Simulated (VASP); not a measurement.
The system is Hf.

```
Hf
1.0
     0.00000    3.20772    3.20772
     3.20772    0.00000    3.20772
     3.20772    3.20772    0.00000
Hf
2
Direct
  0.00000 0.00000 0.00000
  0.25000 0.25000 0.25000
```

- Program: VASP 6.6.1
- Task: relaxation of cell and atoms
- Functional: PBEsol
- Potentials or basis: VASP PAW PBE potentials, release 64 (Hf_pv)
- Cutoff: 600 eV
- k mesh: 16 × 16 × 16
- Occupations: gaussian, width 0.1 eV
- Spin: no spin polarisation

At the start: pressure -0.8 GPa; volume 33.01 Å³/atom.

Task: Where does the relaxation end?

Result: Over 3 steps the energy falls by 2.4 meV/atom and the volume is 32.08 Å³/atom (-2.8 %); space group Fd-3m (No. 227, to 0.05 Å).

The path:
```tsv
step	energy change (eV)	largest force (eV/Å)	pressure (GPa)	volume (Å³)
1	0.0000	0.0000	-0.81	66.01
2	-0.0047	0.0000	-0.12	64.42
3	-0.0049	0.0000	-0.04	64.16
```

Final structure:
```
Hf
1.0
     0.00000    3.17744    3.17744
     3.17744    0.00000    3.17744
     3.17744    3.17744    0.00000
Hf
2
Direct
  0.00000 0.00000 0.00000
  0.25000 0.25000 0.25000
```

Caveat: the PAW data sets were made with another functional, which shifts forces and pressure a little.
